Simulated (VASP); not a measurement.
A run of VASP 6.6.1 is set up as follows.

File POSCAR:

```
HC4
1.0
    5.0350011261      0.0000000000      0.0000000000
    0.0000000000      2.5175005631      0.0000000000
    0.0000000000      0.0000000000     19.7329018234
C H
16 4
Direct
    0.5000000000      0.5000000000      0.2357689632
    0.0000000000      0.5000000000      0.2357689632
    0.5000000000      0.0000000000      0.2808748918
    0.0000000000      0.0000000000      0.2808748918
    0.7500000000      0.0000000000      0.3259808203
    0.2500000000      0.0000000000      0.3259808203
    0.7500000000      0.5000000000      0.3710867489
    0.2500000000      0.5000000000      0.3710867489
    0.0000226691      0.5000000000      0.4167550313
    0.5000375459      0.5000000000      0.4086920091
    0.0000994144      0.0000000000      0.4621461114
    0.5001317522      0.0000000000      0.4480024843
    0.2663761347      0.0000000000      0.4996697733
    0.7338068967      0.0000000000      0.4996278879
    0.3657964054      0.5000000000      0.5284264979
    0.6346660435      0.5000000000      0.5284264979
    0.6429144453      0.5000000000      0.1982508924
    0.3570855547      0.5000000000      0.1982508924
    0.1423584706      0.5000000000      0.1980631397
   -0.1423584706      0.5000000000      0.1980631397
```

Contents of INCAR.step1:

```
PREC = Accurate
ENCUT = 520
ISMEAR = 0
SIGMA = 0.05
LREAL = Auto
LASPH = T
NELM = 80
LDIPOL = T
IDIPOL = 3
DIPOL = 0.5 0.5 0.351
NBANDS = 50
GGA = PE
ALGO = Normal
EDIFF = 1E-4
LWAVE = T
LCHARG = F
```

INCAR.step2

```
PREC = Accurate
ENCUT = 520
EDIFF = 1E-6
ISMEAR = 0
SIGMA = 0.05
LREAL = Auto
LASPH = T
NELM = 80
ALGO = Normal
ISIF = 2
LWAVE = F
LCHARG = F
LDIPOL = T
IDIPOL = 3
DIPOL = 0.5 0.5 0.351
METAGGA = R2SCAN
LMIXTAU = T
NBANDS = 50
ISTART = 1
```

KPOINTS

```
Automatic mesh
0
Gamma
  5 10 1
```

Potentials or basis: VASP PAW PBE potentials, release 64 (C, H).

Run with:

```console
$ cat potpaw_PBE.64/C/POTCAR potpaw_PBE.64/H/POTCAR > POTCAR
$ cp INCAR.step1 INCAR
$ mpirun -np 1 vasp_std > vasp.out
$ cp INCAR.step2 INCAR
$ mpirun -np 1 vasp_std > vasp.out
```

(1) Estimate the largest force.

(2) What does it give for the band gap on the k mesh?

## Answers

(1) 3.259 eV/Å.

(2) 1.38 eV (least direct gap 1.56 eV).

Caveat: the PAW data sets were made with another functional, which shifts forces and pressure a little.
